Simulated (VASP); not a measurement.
Input of a VASP 6.6.1 run:

File INCAR:

```
SYSTEM = La
ALGO = Normal ; EDIFF = 1E-8
ENCUT = 520 ; GGA = PE
ISIF = 2 ; ISMEAR = -1
LASPH = .True. ; LCHARG = .False.
LEFG = .True. ; LREAL = .False.
LWAVE = .False. ; NBANDS = 12
NELM = 100 ; PREC = Accurate
SIGMA = 0.05
```

Contents of KPOINTS:

```
k-points
0
Gamma
  11 11 11
  0 0 0
```

The input POSCAR:

```
La
1.0
    0.0000000000      2.6480000000      2.6480000000
    2.6480000000      0.0000000000      2.6480000000
    2.6480000000      2.6480000000      0.0000000000
La
1
Direct
    0.0000000000      0.0000000000      0.0000000000
```

Potentials or basis: VASP PAW PBE potentials, release 64 (La).

Command:

```sh
$ cat potpaw_PBE.64/La/POTCAR > POTCAR
$ mpirun -np 1 vasp_std > vasp.out
```

Question: Estimate the band gap on the k mesh.

Answer: Zero (an odd number of electrons rules out a gap without spin polarisation).

Question: Estimate the pressure.

Answer: -0.1 GPa.

Caveat: spin-orbit coupling is left out, which moves the levels of the heavy elements.
